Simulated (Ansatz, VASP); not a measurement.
# TiO2: VASP beside Ansatz

```
CELL_PARAMETERS angstrom
4.59364 0.00000 0.00000
0.00000 4.59364 0.00000
0.00000 0.00000 2.89897
ATOMIC_POSITIONS crystal
Ti 0.00000 0.00000 0.00000
Ti 0.50000 0.50000 0.50000
O 0.30437 0.30437 0.00000
O 0.19563 0.80437 0.50000
O 0.69563 0.69563 0.00000
O 0.80437 0.19563 0.50000
```

Change from the starting cell: film at in-plane strain +0.01.

Alike in both runs: task single point; functional LDA; k mesh 6 × 6 × 8; no spin polarisation.

```csv
,VASP,Ansatz
version,VASP 6.6.1,Ansatz 0.2.0
potentials or method,"VASP PAW LDA potentials, release 64 (Ti_sv, O), cutoff 520 eV","all-electron LAPW, scalar-relativistic"
occupations,"gaussian, width 0.01 eV",fixed
```

VASP gave:

* gap on the k mesh at the Fermi level (eV): 1.85
* pressure (GPa): -1.4
* traceless stress, the component that is largest in VASP (GPa): 2.91
* rms of the force components (eV/Å): 0.022

What did Ansatz give for the same quantities?

gap on the k mesh at the Fermi level (eV): 1.87; pressure (GPa): -2.4; traceless stress, the component that is largest in VASP (GPa): 2.63; rms of the force components (eV/Å): 0.004.

LDA's correlation is that of Perdew and Zunger in VASP and of Perdew and Wang (1992) in Ansatz. Atom by atom the forces differ by 0.019 eV/Å (rms over components). Ansatz ran all-electron here, and VASP with PAW potentials. Ansatz's warnings: metallic iterate.
